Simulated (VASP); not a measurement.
# Ta2Si (I4/mcm) in VASP: single point with r2SCAN

Aim: the single point of Ta2Si with r2SCAN.

All numbers are computed with VASP 6.6.1; they aren't measurements. Logs are shortened: lines on timing, memory, paths and dates and some standing lists are left out, and cuts for length are marked.

## (1) The cell of the first run

It takes space group I4/mcm (No. 140, tetragonal). Conventional cell: a = 5.921 Å, b = 5.921 Å, c = 5.453 Å, α = 90.00°, β = 90.00°, γ = 90.00°. Ta (site symmetry m2m) has 4 Si at 2.60 Å and 11 Ta at 2.74 to 3.34 Å within 3.4 Å. Within 3.4 Å of Si (site symmetry 422) lie 8 Ta at 2.60 Å and 2 Si at 2.73 Å.

## (2) Single point, r2SCAN (strain -0.040 along x and y, +0.080 along z)

POSCAR

```
Ta2Si
1.0
   -2.9607490987      2.9607490987      2.7266783869
    2.9607490987     -2.9607490987      2.7266783869
    2.9607490987      2.9607490987     -2.7266783869
Ta Si
4 2
Direct
    0.6635845217      0.8364154783      0.5000000000
    0.8364154783      0.3364154783      0.1728309566
    0.3364154783      0.1635845217      0.5000000000
    0.1635845217      0.6635845217      0.8271690434
    0.2500000000      0.2500000000      0.0000000000
    0.7500000000      0.7500000000      0.0000000000
```

INCAR.step1

```
SYSTEM = Ta2Si
PREC = Accurate
ENCUT = 520
ISMEAR = 0
SIGMA = 0.15
LREAL = .FALSE.
LASPH = .TRUE.
NELM = 60
NBANDS = 35
GGA = PE
ALGO = Normal
EDIFF = 1E-4
LWAVE = .TRUE.
LCHARG = .FALSE.
```

INCAR.step2

```
SYSTEM = Ta2Si
PREC = Accurate
ENCUT = 520
EDIFF = 1E-6
ISMEAR = 0
SIGMA = 0.15
LREAL = .FALSE.
LASPH = .TRUE.
NELM = 60
ALGO = Normal
ISIF = 2
LWAVE = .FALSE.
LCHARG = .TRUE.
METAGGA = R2SCAN
LMIXTAU = .TRUE.
LELF = .TRUE.
LVHAR = .TRUE.
NBANDS = 35
ISTART = 1
```

KPOINTS

```
regular mesh
0
G
  12 12 12
  0 0 0
```

Potentials or basis: VASP PAW PBE potentials, release 64 (Ta_pv, Si).

Launch:

```
cat potpaw_PBE.64/Ta_pv/POTCAR potpaw_PBE.64/Si/POTCAR > POTCAR
cp INCAR.step1 INCAR
mpirun -np 1 vasp_std > vasp.out
cp INCAR.step2 INCAR
mpirun -np 1 vasp_std > vasp.out
```

OUTCAR:

```text
SYSTEM = Ta2Si
   PREC = Accurate
   ENCUT = 520
   EDIFF = 1E-6
   ISMEAR = 0
   LREAL = .FALSE.
   LASPH = .TRUE.
   NELM = 60
   ISIF = 2
   METAGGA = R2SCAN
   ISTART = 1

 ion  position               nearest neighbor table
   1  0.664  0.836  0.500-   5 2.60   6 2.60   6 2.60   5 2.60   3 2.74   3 3.09   3 3.09   4 3.13
                             2 3.13   2 3.13   4 3.13   4 3.34   2 3.34   4 3.34   2 3.34
   2  0.836  0.336  0.173-   6 2.60   5 2.60   5 2.60   6 2.60   4 2.74   4 3.09   4 3.09   1 3.13
                             3 3.13   3 3.13   1 3.13   3 3.34   1 3.34   3 3.34   1 3.34
   3  0.336  0.164  0.500-   6 2.60   5 2.60   5 2.60   6 2.60   1 2.74   1 3.09   1 3.09   2 3.13
                             4 3.13   4 3.13   2 3.13   2 3.34   4 3.34   4 3.34   2 3.34
   4  0.164  0.664  0.827-   6 2.60   5 2.60   5 2.60   6 2.60   2 2.74   2 3.09   2 3.09   3 3.13
                             1 3.13   1 3.13   3 3.13   3 3.34   1 3.34   1 3.34   3 3.34
   5  0.250  0.250  0.000-   2 2.60   4 2.60   3 2.60   3 2.60   1 2.60   1 2.60   4 2.60   2 2.60
                             6 2.73   6 2.73
   6  0.750  0.750  0.000-   2 2.60   4 2.60   1 2.60   1 2.60   3 2.60   3 2.60   4 2.60   2 2.60
                             5 2.73   5 2.73

  LATTYP: Found a body centered tetragonal cell.
 ALAT       =     5.9214981974
 C/A-ratio  =     0.9209420643

  Lattice vectors:

 A1 = (  -2.9607490987,   2.9607490987,   2.7266783869)
 A2 = (   2.9607490987,  -2.9607490987,   2.7266783869)
 A3 = (   2.9607490987,   2.9607490987,  -2.7266783869)

Analysis of symmetry for initial positions (statically):
=====================================================================
 Subroutine PRICEL returns:
 Original cell was already a primitive cell.

 Routine SETGRP: Setting up the symmetry group for a
 body centered tetragonal supercell.

 Subroutine GETGRP returns: Found 16 space group operations
 (whereof  8 operations were pure point group operations)
 out of a pool of 16 trial point group operations.

The static configuration has the point symmetry C_4h.
 The point group associated with its full space group is D_4h.

Analysis of symmetry for dynamics (positions and initial velocities):
=====================================================================
 Subroutine PRICEL returns:
 Original cell was already a primitive cell.

 Routine SETGRP: Setting up the symmetry group for a
 body centered tetragonal supercell.

 Subroutine GETGRP returns: Found 16 space group operations
 (whereof  8 operations were pure point group operations)
 out of a pool of 16 trial point group operations.

The dynamic configuration has the point symmetry C_4h.
 The point group associated with its full space group is D_4h.

 Subroutine INISYM returns: Found 16 space group operations
 (whereof  8 operations are pure point group operations),
 and found     1 'primitive' translations

----------------------------------------------------------------------------------------

                                     Primitive cell

  volume of cell :      95.6086

  direct lattice vectors                    reciprocal lattice vectors
    -2.960749099  2.960749099  2.726678387     0.000000000  0.168876181  0.183373295
     2.960749099 -2.960749099  2.726678387     0.168876181  0.000000000  0.183373295
     2.960749099  2.960749099 -2.726678387     0.168876181  0.168876181  0.000000000

  length of vectors
     4.996683448  4.996683448  4.996683448     0.249288848  0.249288848  0.238826985

  position of ions in fractional coordinates (direct lattice)
     0.663584522  0.836415478  0.500000000
     0.836415478  0.336415478  0.172830957
     0.336415478  0.163584522  0.500000000
     0.163584522  0.663584522  0.827169043
     0.250000000  0.250000000  0.000000000
     0.750000000  0.750000000  0.000000000

  ion indices of the primitive-cell ions
   primitive index   ion index
                 1           1
                 2           2
                 3           3
                 4           4
                 5           5
                 6           6

----------------------------------------------------------------------------------------

 KPOINTS: regular mesh

Automatic generation of k-mesh.
 Grid dimensions read from file:
 generate k-points for:   12   12   12

 Generating k-lattice:

  Cartesian coordinates                     Fractional coordinates (reciprocal lattice)
     0.000000000  0.014073015  0.015281108     0.083333333  0.000000000  0.000000000
     0.014073015  0.000000000  0.015281108     0.000000000  0.083333333  0.000000000
     0.014073015  0.014073015  0.000000000     0.000000000  0.000000000  0.083333333

  Length of vectors
     0.020774071  0.020774071  0.019902249

  Shift w.r.t. Gamma in fractional coordinates (k-lattice)
     0.000000000  0.000000000  0.000000000

 Subroutine IBZKPT returns following result:
 ===========================================

 Found    163 irreducible k-points:

 Following reciprocal coordinates:
            Coordinates               Weight
  0.000000  0.000000  0.000000      1.000000
  0.083333 -0.000000  0.000000      8.000000
  0.166667  0.000000  0.000000      8.000000
  0.250000  0.000000 -0.000000      8.000000
  0.333333 -0.000000  0.000000      8.000000
  0.416667  0.000000 -0.000000      8.000000
[... 16 lines left out ...]
  0.500000  0.166667 -0.000000     16.000000
 -0.416667  0.166667  0.000000     16.000000
 [... further k-points ...]
   k-points           NKPTS =    163   k-points in BZ     NKDIM =    163   number of bands    NBANDS=     35
   number of dos      NEDOS =    301   number of ions     NIONS =      6
   total plane-waves  NPLWV =  64000
   dimension x,y,z NGX =    40 NGY =   40 NGZ =   40
   dimension x,y,z NGXF=    80 NGYF=   80 NGZF=   80
   ions per type =               4   2
   NGX,Y,Z   is equivalent  to a cutoff of  13.31, 13.31, 13.31 a.u.
   NGXF,Y,Z  is equivalent  to a cutoff of  26.62, 26.62, 26.62 a.u.
 SYSTEM =  Ta2Si
   PREC   = accura    normal or accurate (medium, high low for compatibility)
   ISTART =      1    job   : 0-new  1-cont  2-samecut
   ICHARG =      0    charge: 1-file 2-atom 10-const
   ISPIN  =      1    spin polarized calculation?
   LNONCOLLINEAR =      F non collinear calculations
   LSORBIT =      F    spin-orbit coupling
   LASPH  =      T    aspherical Exc in radial PAW
   ENCUT  =  520.0 eV  38.22 Ry    6.18 a.u.   9.29  9.29  9.29*2*pi/ulx,y,z
   NELM   =     60;   NELMIN=  2; NELMDL=  0     # of ELM steps
   EDIFF  = 0.1E-05   stopping-criterion for ELM
   LREAL  =      F    real-space projection
   EDIFFG = 0.1E-04   stopping-criterion for IOM
   NSW    =      0    number of steps for IOM
   IBRION =     -1    ionic relax: 0-MD 1-quasi-New 2-CG
   NFREE  =      0    steps in history (QN), initial steepest desc. (CG)
   ISIF   =      2    stress and relaxation
   ISYM   =      2    0-nonsym 1-usesym 2-fastsym
   POTIM  = 0.5000    time-step for ionic-motion
   TEBEG  =    0.0;   TEEND  =   0.0 temperature during run
   PSTRESS=    0.0 pullay stress
   NELECT =      52.0000    total number of electrons
   NUPDOWN=      -1.0000    fix difference up-down
   EMIN   =  10.00;   EMAX   =-10.00  energy-range for DOS
   EFERMI =   0.00;   METHOD = LEGACY
   ISMEAR =     0;   SIGMA  =   0.15  broadening in eV -4-tet -1-fermi 0-gaus
   EFERMI_NEDOS =   21; number of points for ismear=-14 and -15
   IALGO  =     38    algorithm
   IMIX   =      4    mixing-type and parameters
     AMIX     =   0.40;   BMIX     =  1.00
     AMIX_MAG =   1.60;   BMIX_MAG =  1.00
  volume/ion in A,a.u.               =      15.93       107.53
  Fermi-wavevector in a.u.,A,eV,Ry     =   1.336319  2.525277 24.296594  1.785749
  Thomas-Fermi vector in A             =   2.464955
   LORBIT       =      0    0 simple, 1 ext, 2 COOP (PROOUT), +10 PAW based schemes
   METAGGA = R2SCAN    functional components
   LHFCALC =     F    Hartree Fock is set to
   AEXX    =    0.0000 exact exchange contribution
   IVDW    =     0    specifies the selected vdW correction
   LEPSILON=     F    determine dielectric tensor
   LRPA    =     F    only Hartree local field effects (RPA)
 non-spin polarized calculation
 Gauss-broadening in eV      SIGMA  =   0.15
  energy-cutoff  :      520.00
  volume of cell :       95.61
 maximum number of plane-waves:      2598
 NGX is ok and might be reduce to    40
   NGX = 19   NGY = 19   NGZ = 19

 number of electron      52.0000003 magnetization

 Free energy of the ion-electron system (eV)
  ---------------------------------------------------
  ext. energy  EPLUGINS =         0.00000000
  ---------------------------------------------------
  free energy    TOTEN  =      -214.97635838 eV

  energy without entropy =     -214.95226174  energy(sigma->0) =     -214.96431006

 E-fermi :   7.4227     XC(G=0): -13.5142

 val. band max:        7.4194816097   @ k =   0.5000   0.5000   0.3333
 cond. band min:       7.4228469095   @ k =   0.2500   0.1667  -0.0000
 fundamental gap:      0.0033652999
 Fermi energy:         7.4226920907

 k-point     1 :       0.0000    0.0000    0.0000
  band No.  band energies     occupation
      1     -28.3284      2.00000
      2     -28.2074      2.00000
      3     -28.2074      2.00000
      4     -28.1796      2.00000
      5     -28.1468      2.00000
      6     -28.1468      2.00000
[... 27 lines left out ...]
     34      11.9348      0.00000
     35      13.4554      0.00000

 k-point     2 :       0.0833   -0.0000    0.0000
  band No.  band energies     occupation
      1     -28.3351      2.00000
      2     -28.2266      2.00000
      3     -28.2123      2.00000
      4     -28.1723      2.00000
      5     -28.1375      2.00000
      6     -28.1334      2.00000
[... 27 lines left out ...]
     34      12.0595      0.00000
     35      13.0675      0.00000
[... 796 lines left out ...]
     34      11.3925      0.00000
     35      11.7101      0.00000

 k-point    24 :      -0.4167    0.1667    0.0000
  band No.  band energies     occupation
      1     -28.3433      2.00000
      2     -28.3217      2.00000
      3     -28.2175      2.00000
      4     -28.1077      2.00000
      5     -28.1049      2.00000
      6     -28.0601      2.00000
[... 27 lines left out ...]
     34      11.5959      0.00000
     35      11.7767      0.00000

 [... further k-points ...]

------------------------ aborting loop because EDIFF is reached ----------------------------------------

  FORCE on cell =-STRESS in cart. coord.  units (eV):
  Direction    XX          YY          ZZ          XY          YZ          ZX
  --------------------------------------------------------------------------------------
  -------------------------------------------------------------------------------------
  Total        6.7523488      6.7523488     -6.4893973      0.0000000      0.0000000      0.0000000
  in kB      113.1535892    113.1535892   -108.7471356      0.0000000      0.0000000      0.0000000
  external PRESSURE =      39.1866810 kB  Pullay stress =       0.0000000 kB

 VOLUME and BASIS-vectors are now :
 -----------------------------------------------------------------------------
  energy-cutoff  :      520.00
  volume of cell :       95.61
      direct lattice vectors                 reciprocal lattice vectors
    -2.960749099  2.960749099  2.726678387     0.000000000  0.168876181  0.183373295
     2.960749099 -2.960749099  2.726678387     0.168876181  0.000000000  0.183373295
     2.960749099  2.960749099 -2.726678387     0.168876181  0.168876181  0.000000000

 POSITION                                       TOTAL-FORCE (eV/Angst)
 -----------------------------------------------------------------------------------
      1.99208      0.96867      2.72668        -0.044381      0.044381     -0.000000
     -0.96867      1.99208      2.72668        -0.044381     -0.044381      0.000000
      0.96867      1.99208      0.00000         0.044381     -0.044381      0.000000
      3.92941      0.96867      0.00000         0.044381      0.044381     -0.000000
      0.00000      0.00000      1.36334        -0.000000     -0.000000      0.000000
      0.00000      0.00000      4.09002        -0.000000     -0.000000      0.000000
 -----------------------------------------------------------------------------------
    total drift:                               -0.000000     -0.000000      0.000000

  FREE ENERGIE OF THE ION-ELECTRON SYSTEM (eV)
  ---------------------------------------------------
  free  energy   TOTEN  =      -214.9763583844 eV

  energy  without entropy=     -214.9522617356  energy(sigma->0) =     -214.96431006
```

It took 50 min on 1 thread of Oxide Virtual Turin-like, shared host; peak memory 0.52 GiB.

What came out:

```yaml
Free_energy: -214.9764 eV
Pressure: 3.9 GPa
Largest_force: 0.063 eV/Å
Band_gap_on_the_k_mesh: zero (bands 26 and 27 overlap by 0.68 eV)
```

Forces in eV/Å, atoms in the order of the input:
```
Ta  -0.044  0.044  0.000
Ta  -0.044 -0.044  0.000
Ta   0.044 -0.044  0.000
Ta   0.044  0.044  0.000
Si   0.000  0.000  0.000
Si   0.000  0.000  0.000
```

Caveat: the cell differs from its parent crystal (strain -0.040 along x and y, +0.080 along z); the cell stands under pressure; the PAW data sets were made with another functional, which shifts forces and pressure a little; spin-orbit coupling is left out, which moves the levels of the heavy elements.
